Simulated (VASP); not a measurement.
# Li6Be2Nb (Fm-3m) in VASP: a series of runs

The runs below take Li6Be2Nb through single point, relaxation of cell and atoms, with PBE.

All numbers are computed with VASP 6.6.1; they aren't measurements. Logs are shortened: lines on timing, memory, paths and dates and some standing lists are left out, and cuts for length are marked.

### 1 The cell of the first run

Symmetry: Fm-3m, No. 225, cubic system. Conventional cell: a = 7.198 Å, b = 7.198 Å, c = 7.198 Å, α = 90.00°, β = 90.00°, γ = 90.00°. Li (site symmetry 4mm) has 1 Nb at 1.55 Å within 2.1 Å. Be (site symmetry -43m) has 12 Li at 2.56 Å and 4 Nb at 3.12 Å within 3.4 Å. Within 2.1 Å of Nb (site symmetry m-3m) lie 6 Li at 1.55 Å.

### 2 Single point, PBE

Input file INCAR:

```
SYSTEM = Li6Be2Nb
  PREC = Accurate
  ENCUT = 520
  EDIFF = 1E-6
  ISMEAR = 0
  SIGMA = 0.1
  LREAL = .FALSE.
  LASPH = .TRUE.
  NELM = 100
  ALGO = Normal
  ISIF = 2
  LWAVE = .FALSE.
  LCHARG = .FALSE.
  GGA = PE
  NBANDS = 28
```

Input file KPOINTS:

```
Automatic mesh
0
G
  4 4 4
  0 0 0
```

Input file POSCAR:

```
Li6Be2Nb
1.0
    0.0000000000      3.5988425500      3.5988425500
    3.5988425500      0.0000000000      3.5988425500
    3.5988425500      3.5988425500      0.0000000000
Li Be Nb
6 2 1
Direct
    0.2150038000      0.7849962000      0.2150038000
    0.2150038000      0.7849962000      0.7849962000
    0.7849962000      0.2150038000      0.2150038000
    0.7849962000      0.7849962000      0.2150038000
    0.2150038000      0.2150038000      0.7849962000
    0.7849962000      0.2150038000      0.7849962000
    0.2500000000      0.2500000000      0.2500000000
    0.7500000000      0.7500000000      0.7500000000
    0.0000000000      0.0000000000      0.0000000000
```

Potentials or basis: VASP PAW PBE potentials, release 64 (Li_sv, Be, Nb_sv).

The run is started by

```sh
cat potpaw_PBE.64/Li_sv/POTCAR potpaw_PBE.64/Be/POTCAR potpaw_PBE.64/Nb_sv/POTCAR > POTCAR
mpirun -np 1 vasp_std > vasp.out
```

OUTCAR:

```text
SYSTEM = Li6Be2Nb
   PREC = Accurate
   ENCUT = 520
   EDIFF = 1E-6
   ISMEAR = 0
   LREAL = .FALSE.
   LASPH = .TRUE.
   NELM = 100
   ISIF = 2
   GGA = PE

 ion  position               nearest neighbor table
   1  0.215  0.785  0.215-   9 1.55   3 2.19   4 2.19   5 2.19   2 2.19
   2  0.215  0.785  0.785-   9 1.55   4 2.19   5 2.19   6 2.19   1 2.19
   3  0.785  0.215  0.215-   9 1.55   4 2.19   5 2.19   6 2.19   1 2.19
   4  0.785  0.785  0.215-   9 1.55   2 2.19   3 2.19   6 2.19   1 2.19
   5  0.215  0.215  0.785-   9 1.55   2 2.19   3 2.19   6 2.19   1 2.19
   6  0.785  0.215  0.785-   9 1.55   3 2.19   4 2.19   5 2.19   2 2.19
   7  0.250  0.250  0.250-
   8  0.750  0.750  0.750-
   9  0.000  0.000  0.000-   1 1.55   2 1.55   3 1.55   4 1.55   5 1.55   6 1.55

  LATTYP: Found a face centered cubic cell.
 ALAT       =     7.1976851000

  Lattice vectors:

 A1 = (   0.0000000000,   3.5988425500,   3.5988425500)
 A2 = (   3.5988425500,   0.0000000000,   3.5988425500)
 A3 = (   3.5988425500,   3.5988425500,   0.0000000000)

Analysis of symmetry for initial positions (statically):
=====================================================================
 Subroutine PRICEL returns:
 Original cell was already a primitive cell.

 Routine SETGRP: Setting up the symmetry group for a
 face centered cubic supercell.

 Subroutine GETGRP returns: Found 48 space group operations
 (whereof 48 operations were pure point group operations)
 out of a pool of 48 trial point group operations.

The static configuration has the point symmetry O_h .

Analysis of symmetry for dynamics (positions and initial velocities):
=====================================================================
 Subroutine PRICEL returns:
 Original cell was already a primitive cell.

 Routine SETGRP: Setting up the symmetry group for a
 face centered cubic supercell.

 Subroutine GETGRP returns: Found 48 space group operations
 (whereof 48 operations were pure point group operations)
 out of a pool of 48 trial point group operations.

The dynamic configuration has the point symmetry O_h .

 Subroutine INISYM returns: Found 48 space group operations
 (whereof 48 operations are pure point group operations),
 and found     1 'primitive' translations

----------------------------------------------------------------------------------------

                                     Primitive cell

  volume of cell :      93.2220

[... 93 lines left out ...]
   POTIM  = 0.5000    time-step for ionic-motion
   TEBEG  =    0.0;   TEEND  =   0.0 temperature during run
   PSTRESS=    0.0 pullay stress
   NELECT =      35.0000    total number of electrons
   NUPDOWN=      -1.0000    fix difference up-down
   EMIN   =  10.00;   EMAX   =-10.00  energy-range for DOS
   EFERMI =   0.00;   METHOD = LEGACY
   ISMEAR =     0;   SIGMA  =   0.10  broadening in eV -4-tet -1-fermi 0-gaus
   EFERMI_NEDOS =   21; number of points for ismear=-14 and -15
   IALGO  =     38    algorithm
   IMIX   =      4    mixing-type and parameters
     AMIX     =   0.40;   BMIX     =  1.00
     AMIX_MAG =   1.60;   BMIX_MAG =  1.00
  volume/ion in A,a.u.               =      10.36        69.90
  Fermi-wavevector in a.u.,A,eV,Ry     =   1.181022  2.231808 18.977584  1.394813
  Thomas-Fermi vector in A             =   2.317303
   LORBIT       =      0    0 simple, 1 ext, 2 COOP (PROOUT), +10 PAW based schemes
   GGA     = PE    functional components
   LHFCALC =     F    Hartree Fock is set to
   AEXX    =    0.0000 exact exchange contribution
   IVDW    =     0    specifies the selected vdW correction
   LEPSILON=     F    determine dielectric tensor
   LRPA    =     F    only Hartree local field effects (RPA)
 non-spin polarized calculation
 Gauss-broadening in eV      SIGMA  =   0.10
  energy-cutoff  :      520.00
  volume of cell :       93.22
 maximum number of plane-waves:      2565
 NGX is ok and might be reduce to    40
   NGX = 19   NGY = 19   NGZ = 19

 number of electron      34.9999990 magnetization

 Free energy of the ion-electron system (eV)
  ---------------------------------------------------
  ext. energy  EPLUGINS =         0.00000000
  ---------------------------------------------------
  free energy    TOTEN  =         2.57999023 eV

  energy without entropy =        2.60959024  energy(sigma->0) =        2.59479023

 E-fermi :   5.5697     XC(G=0):  -9.7164

 val. band max:        5.5038512574   @ k =   0.2500   0.0000   0.0000
 cond. band min:       5.6057633607   @ k =  -0.2500   0.5000   0.2500
 fundamental gap:      0.1019121033
 Fermi energy:         5.5696745674

 k-point     1 :       0.0000    0.0000    0.0000
  band No.  band energies     occupation
      1     -52.2287      2.00000
      2     -43.7969      2.00000
      3     -43.7969      2.00000
      4     -43.7969      2.00000
      5     -43.3332      2.00000
      6     -43.3332      2.00000
[... 237 lines left out ...]
     27      12.0342      0.00000
     28      12.7664      0.00000

------------------------ aborting loop because EDIFF is reached ----------------------------------------

  FORCE on cell =-STRESS in cart. coord.  units (eV):
  Direction    XX          YY          ZZ          XY          YZ          ZX
  --------------------------------------------------------------------------------------
  -------------------------------------------------------------------------------------
  Total       41.7718298     41.7718298     41.7718298      0.0000000      0.0000000     -0.0000000
  in kB      717.9191645    717.9191645    717.9191645      0.0000000      0.0000000     -0.0000000
  external PRESSURE =     717.9191645 kB  Pullay stress =       0.0000000 kB

 VOLUME and BASIS-vectors are now :
 -----------------------------------------------------------------------------
  energy-cutoff  :      520.00
  volume of cell :       93.22
      direct lattice vectors                 reciprocal lattice vectors
     0.000000000  3.598842550  3.598842550    -0.138933558  0.138933558  0.138933558
     3.598842550  0.000000000  3.598842550     0.138933558 -0.138933558  0.138933558
     3.598842550  3.598842550  0.000000000     0.138933558  0.138933558 -0.138933558

 POSITION                                       TOTAL-FORCE (eV/Angst)
 -----------------------------------------------------------------------------------
      3.59884      1.54753      3.59884         0.000000     14.285212     -0.000000
      5.65016      3.59884      3.59884       -14.285212      0.000000     -0.000000
      1.54753      3.59884      3.59884        14.285212      0.000000     -0.000000
      3.59884      3.59884      5.65016         0.000000      0.000000    -14.285212
      3.59884      3.59884      1.54753         0.000000      0.000000     14.285212
      3.59884      5.65016      3.59884         0.000000    -14.285212     -0.000000
      1.79942      1.79942      1.79942        -0.000000      0.000000     -0.000000
      5.39826      5.39826      5.39826        -0.000000      0.000000     -0.000000
      0.00000      0.00000      0.00000         0.000000      0.000000     -0.000000
 -----------------------------------------------------------------------------------
    total drift:                                0.000000      0.000000      0.000000

  FREE ENERGIE OF THE ION-ELECTRON SYSTEM (eV)
  ---------------------------------------------------
  free  energy   TOTEN  =         2.5799902309 eV

  energy  without entropy=        2.6095902371  energy(sigma->0) =        2.59479023
```

Wall time 75 s (1 thread of AMD EPYC 7R13, shared host); peak memory 0.21 GiB.

Results:

```yaml
Free_energy: 2.5800 eV
Largest_force: 14.285 eV/Å
```

Forces on the atoms (eV/Å):
```
Li    0.000  14.285   0.000
Li  -14.285   0.000   0.000
Li   14.285   0.000   0.000
Li    0.000   0.000 -14.285
Li    0.000   0.000  14.285
Li    0.000 -14.285   0.000
Be    0.000   0.000   0.000
Be    0.000   0.000   0.000
Nb    0.000   0.000   0.000
```

Caveat: the k points lie up to 0.38 Å⁻¹ apart; the cutoff is under 1.25 times the usual one of these potentials, so pressure, stress and relaxed cells hold a basis-set (Pulay) error; forces of over 1 eV/Å act on the atoms, so gaps and moduli don't describe the material at rest.

### 3 Single point, PBE

This run uses another cell than the first one, of 16.37 Å³/atom, 1.580 times its volume.

Input file INCAR:

```
SYSTEM = Li6Be2Nb
PREC = Accurate ; ENCUT = 520
EDIFF = 1E-7 ; ISMEAR = 0
SIGMA = 0.1 ; LREAL = .False.
LASPH = .True. ; NELM = 100
ALGO = Normal ; ISIF = 2
LWAVE = .False. ; LCHARG = .True.
GGA = PE ; LELF = .True.
LVHAR = .True. ; NBANDS = 28
```

Input file KPOINTS:

```
regular mesh
0
Gamma
  4 4 4
  0 0 0
```

Input file POSCAR:

```
Li6Be2Nb
1.0
    0.0000000000      4.1919125826      4.1919125826
    4.1919125826      0.0000000000      4.1919125826
    4.1919125826      4.1919125826      0.0000000000
Li Be Nb
6 2 1
Direct
    0.2902926955      0.7097073045      0.2902926955
    0.2902926955      0.7097073045      0.7097073045
    0.7097073045      0.2902926955      0.2902926955
    0.7097073045      0.7097073045      0.2902926955
    0.2902926955      0.2902926955      0.7097073045
    0.7097073045      0.2902926955      0.7097073045
    0.2500000000      0.2500000000      0.2500000000
    0.7500000000      0.7500000000      0.7500000000
    0.0000000000      0.0000000000      0.0000000000
```

Potentials or basis: VASP PAW PBE potentials, release 64 (Li_sv, Be, Nb_sv).

The run is started by

```sh
cat potpaw_PBE.64/Li_sv/POTCAR potpaw_PBE.64/Be/POTCAR potpaw_PBE.64/Nb_sv/POTCAR > POTCAR
mpirun -np 1 vasp_std > vasp.out
```

Wall time 1.9 min (1 thread of AMD EPYC 7R13, shared host); peak memory 0.29 GiB.

The run converged. Its results:

| Item | Value |
| --- | --- |
| Free energy | -20.1197 eV |
| Largest force | 0.005 eV/Å |

Forces on the atoms (eV/Å):
```
Li   0.000 -0.005  0.000
Li   0.005  0.000  0.000
Li  -0.005  0.000  0.000
Li   0.000  0.000  0.005
Li   0.000  0.000 -0.005
Li   0.000  0.005  0.000
Be   0.000  0.000  0.000
Be   0.000  0.000  0.000
Nb   0.000  0.000  0.000
```

Levels at points of the mesh, in eV from the Fermi level:
```csv
k point,band 15,band 16,band 17,band 18,band 19,band 20,band 21,band 22
"(0.00, 0.00, 0.00)",-0.65,-0.28,-0.12,-0.12,0.98,0.98,0.98,2.40
"(0.50, 0.00, 0.00)",-0.78,-0.44,-0.08,-0.08,0.05,0.05,1.70,1.89
"(0.50, 0.50, 0.00)",-1.09,-0.72,-0.08,-0.02,-0.02,0.05,1.64,2.92
```

Caveat: the cutoff is under 1.25 times the usual one of these potentials, so pressure, stress and relaxed cells hold a basis-set (Pulay) error.

(Part 1 of 2 ends here.)
